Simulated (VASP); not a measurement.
Wanted: the native input for a VASP 6.6.1 run.

```yaml
Task: single point
Functional: PBE
Potentials_or_basis: VASP PAW PBE potentials, release 64 (V_sv, Si)
Cutoff: 520 eV
k_mesh: 6 × 6 × 6
Occupations: gaussian, width 0.1 eV
Spin: collinear spin, ferromagnetic start
Starting_moments: "[2.0, 2.0, 0.0] μB"
Dipole_correction: no
Further_INCAR_settings: ALGO = Normal; EDIFF = 1e-06; NBANDS = 26
```

The structure of V2Si lies in POSCAR:

```
V2Si
1.0
    0.0000000000      2.6686789300      2.6686789300
    2.6686789300      0.0000000000      2.6686789300
    2.6686789300      2.6686789300      0.0000000000
V Si
2 1
Direct
    0.2500000000      0.2500000000      0.2500000000
    0.7500000000      0.7500000000      0.7500000000
    0.0000000000      0.0000000000      0.0000000000
```

One way to write it, as run:

INCAR

```
SYSTEM = V2Si
PREC = Accurate
ENCUT = 520
EDIFF = 1E-6
ISMEAR = 0
SIGMA = 0.1
LREAL = .False.
LASPH = .True.
NELM = 150
ALGO = Normal
ISIF = 2
LWAVE = .False.
LCHARG = .False.
ISPIN = 2
MAGMOM = 2 2 0
LORBIT = 11
LMAXMIX = 4
GGA = PE
NBANDS = 26
```

KPOINTS

```
regular mesh
0
Gamma
  6 6 6
  0 0 0
```

Potentials or basis: VASP PAW PBE potentials, release 64 (V_sv, Si).

Run with:

```sh
$ cat potpaw_PBE.64/V_sv/POTCAR potpaw_PBE.64/Si/POTCAR > POTCAR
$ mpirun -np 1 vasp_std > vasp.out
```

Results of the run:

```
Pressure                                              : 41.7 GPa
Band gap on the k mesh                                : zero (filled and empty bands overlap)
Net moment                                            : 0.00 μB per cell
Valence electrons inside the program's atomic spheres : V 11.87; Si 2.00
```

Wall time 31 s on 1 thread of Intel(R) Xeon(R) Platinum 8375C CPU @ 2.90GHz (Ice Lake), with other jobs on the host, peak memory 0.18 GiB.
